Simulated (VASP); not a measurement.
Here is a VASP 6.6.1 calculation.

INCAR

```
SYSTEM = SiC
  ALGO = Normal
  EDIFF = 1E-6
  ENCUT = 520
  GGA = PE
  ISIF = 2
  ISMEAR = 0
  LASPH = .True.
  LCHARG = .False.
  LREAL = .False.
  LWAVE = .False.
  NBANDS = 16
  NELM = 60
  PREC = Accurate
  SIGMA = 0.05
```

KPOINTS

```
k-points
0
Gamma
  12 12 6
  0 0 0
```

POSCAR

```
SiC
1.0
    3.0389289587      0.0000000000      0.0000000000
   -1.5194644794      2.6317896786      0.0000000000
    0.0000000000      0.0000000000      5.2527887052
Si C
2 2
Direct
    0.3333333333      0.6666666667      0.0045639005
    0.6666666667      0.3333333333      0.5045639005
    0.3333333333      0.6666666667      0.3655166051
    0.6666666667      0.3333333333      0.8655166051
```

Potentials or basis: VASP PAW PBE potentials, release 64 (Si, C).

Command:

```sh
$ cat potpaw_PBE.64/Si/POTCAR potpaw_PBE.64/C/POTCAR > POTCAR
$ mpirun -np 1 vasp_std > vasp.out
```

**Question.** Predict the largest force.

**Answer.** 0.979 eV/Å.

**Question.** Predict the band gap on the k mesh.

**Answer.** 1.50 eV (least direct gap 4.18 eV).

**Question.** What does it give for the pressure?

**Answer.** -0.3 GPa.

Forces in eV/Å, atoms in the order of the input:
```
Si   0.000  0.000 -0.979
Si   0.000  0.000 -0.979
C    0.000  0.000  0.979
C    0.000  0.000  0.979
```

 A k mesh can miss the band edges.
